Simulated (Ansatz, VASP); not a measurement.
## One calculation of Rh, two programs

File INCAR:

```
PREC     = Accurate       # precision mode
ENCUT    = 520            # plane-wave cutoff, eV
EDIFF    = 1E-6           # SCF threshold, eV
ISMEAR   = -1             # smearing method
SIGMA    = 0.03           # smearing width, eV
LREAL    = F              # projectors in reciprocal space
LASPH    = T              # aspherical terms in the spheres
NELM     = 100            # most SCF steps
ALGO     = Normal         # electronic algorithm
ISIF     = 2              # what is computed and relaxed
LWAVE    = F              # write WAVECAR
LCHARG   = F              # write CHGCAR
NBANDS   = 14             # bands
```

Contents of KPOINTS:

```
regular mesh
0
Gamma
  16 16 16
```

The input POSCAR:

```
Rh
1.0
    0.0000000000      1.9015500000      1.9205655000
    1.9015500000      0.0000000000      1.9205655000
    1.9015500000      1.9015500000      0.0000000000
Rh
1
Direct
    0.0000000000      0.0000000000      0.0000000000
```

Input for Ansatz:

```yaml
crystal:
  lattice:
    - [0.0, 1.90155, 1.9205655]
    - [1.90155, 0.0, 1.9205655]
    - [1.90155, 1.90155, 0.0]
  atoms:
    - { symbol: Rh, position: [0.0, 0.0, 0.0] }
kpoints:
  mp_grid: { grid: [16, 16, 16] }
  band_path:
    path:
      - [0.0, 0.0, 0.0]
      - [0.0, 0.5, 0.5]
      - [0.25, 0.75, 0.5]
      - [0.0, 0.5, 0.0]
      - [0.0, 0.0, 0.0]
      - [0.5, 0.5, 0.0]
      - [0.3725370062, 0.6274629938, 0.0]
      - [-0.3725370062, 0.3725370062, 0.0]
      - [0.0, 0.0, 0.0]
    npoints: 5
scf:
  occupations: { method: fermi_dirac, width: 0.03 }
hamiltonian:
  xc: lda
  pseudopotentials: { kind: all_electron, lapw: { basis_error: 0.00025 } }
output:
  forces: true
  stress: true
  eigenvalues: true
```

Change from the starting cell: zz strain of +1 %.

Alike in both runs: task single point; functional LDA; k mesh 16 × 16 × 16; occupations fermi-dirac, width 0.03 eV; no spin polarisation.

|  | VASP | Ansatz |
| --- | --- | --- |
| version | VASP 6.6.1 | Ansatz 0.2.0 |
| potentials or method | VASP PAW LDA potentials, release 64 (Rh_pv), cutoff 520 eV | all-electron LAPW, scalar-relativistic |

```tsv
	VASP	Ansatz	Ansatz less VASP
pressure (GPa)	-12.9	-13.7	-0.76
traceless stress, the component that is largest in VASP (GPa)	-1.54	-1.55	-0.006
```

LDA's correlation is that of Perdew and Zunger in VASP and of Perdew and Wang (1992) in Ansatz. Ansatz ran all-electron here, and VASP with PAW potentials.
